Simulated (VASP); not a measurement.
Here is a VASP 6.6.1 calculation.

File INCAR:

```
SYSTEM = Zr
  PREC = Accurate
  ENCUT = 520
  EDIFF = 1E-7
  ISMEAR = -1
  SIGMA = 0.01
  LREAL = .False.
  LASPH = .True.
  NELM = 150
  ALGO = Normal
  ISIF = 2
  LWAVE = .False.
  LCHARG = .True.
  ISPIN = 2
  MAGMOM = 1
  LORBIT = 11
  NUPDOWN = 1.0
  LMAXMIX = 4
  GGA = PS
  IVDW = 13
  LELF = .True.
  LVHAR = .True.
  NBANDS = 16
```

KPOINTS

```
regular mesh
0
Gamma
  10 10 10
  0 0 0
```

Contents of POSCAR:

```
Zr
1.0
    0.0000000000      2.2550000000      2.2550000000
    2.2550000000      0.0000000000      2.2550000000
    2.2550000000      2.2550000000      0.0000000000
Zr
1
Direct
    0.0000000000      0.0000000000      0.0000000000
```

Potentials or basis: VASP PAW PBE potentials, release 64 (Zr_sv).

Command:

```console
$ cat potpaw_PBE.64/Zr_sv/POTCAR > POTCAR
$ mpirun -np 1 vasp_std > vasp.out
```

What does it give for the pressure?

-0.9 GPa.

What does it give for the dispersion energy per atom?

-0.122 eV.

Caveat: the PAW data sets were made with another functional, which shifts forces and pressure a little; the total moment is fixed, so each spin has its own Fermi level.
